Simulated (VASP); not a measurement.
Input of a VASP 6.6.1 run:

The input INCAR:

```
SYSTEM = CdS
  ALGO = Normal
  EDIFF = 1E-6
  ENCUT = 520
  GGA = PE
  ISIF = 2
  ISMEAR = 0
  LASPH = .True.
  LCHARG = .True.
  LELF = .True.
  LREAL = .False.
  LVHAR = .True.
  LWAVE = .False.
  NBANDS = 16
  NELM = 100
  PREC = Accurate
  SIGMA = 0.01
```

KPOINTS

```
k-points
0
Gamma
  6 6 6
  0 0 0
```

File POSCAR:

```
CdS
1.0
    0.0000000000      2.9548794012      2.9548794012
    2.9548794012      0.0000000000      2.9548794012
    2.9548794012      2.9548794012      0.0000000000
Cd S
1 1
Direct
    0.0000000000      0.0000000000      0.0000000000
    0.2500000000      0.2500000000      0.2500000000
```

Potentials or basis: VASP PAW PBE potentials, release 64 (Cd, S).

The run is started by

```bash
$ cat potpaw_PBE.64/Cd/POTCAR potpaw_PBE.64/S/POTCAR > POTCAR
$ mpirun -np 1 vasp_std > vasp.out
```

Problem. What does it give for the pressure?

Solution. 0.8 GPa.

Problem. What does it give for the band gap on the k mesh?

Solution. 1.06 eV, direct.

PBE gaps usually lie below the measured ones, often by a third to a half.
